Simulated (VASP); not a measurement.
Wanted: the native input for a VASP 6.6.1 run.

```yaml
Task: single point
Functional: PBE
Potentials_or_basis: VASP PAW PBE potentials, release 64 (Ca_sv)
Cutoff: 520 eV
k_mesh: 10 × 10 × 10
Occupations: tetrahedron
Spin: no spin polarisation
Dipole_correction: no
Further_INCAR_settings: ALGO = Normal; EDIFF = 1e-07; NBANDS = 11
```

The structure of Ca lies in POSCAR:

```
Ca
1.0
   -2.2400000000      2.2400000000      2.2400000000
    2.2400000000     -2.2400000000      2.2400000000
    2.2400000000      2.2400000000     -2.2400000000
Ca
1
Direct
    0.0000000000      0.0000000000      0.0000000000
```

This isn't the form of Ca at room conditions, which is fcc.

One way to write it, as run:

INCAR

```
PREC = Accurate
ENCUT = 520
EDIFF = 1E-7
ISMEAR = -5
SIGMA = 0.1
LREAL = F
LASPH = T
NELM = 100
ALGO = Normal
ISIF = 2
LWAVE = F
LCHARG = T
GGA = PE
LELF = T
LVHAR = T
NBANDS = 11
```

KPOINTS

```
regular mesh
0
Gamma
  10 10 10
```

Potentials or basis: VASP PAW PBE potentials, release 64 (Ca_sv).

The run is started by

```bash
$ cat potpaw_PBE.64/Ca_sv/POTCAR > POTCAR
$ mpirun -np 1 vasp_std > vasp.out
```

It gave:

```
Pressure               : -1.1 GPa
Band gap on the k mesh : zero (bands 5 and 6 overlap by 0.28 eV)
```

Caveat: tetrahedron occupations give inexact forces and stress in metals.

Wall time 20 s on 1 thread of Intel(R) Xeon(R) Platinum 8375C CPU @ 2.90GHz (Ice Lake) (shared host), peak memory 0.17 GiB.
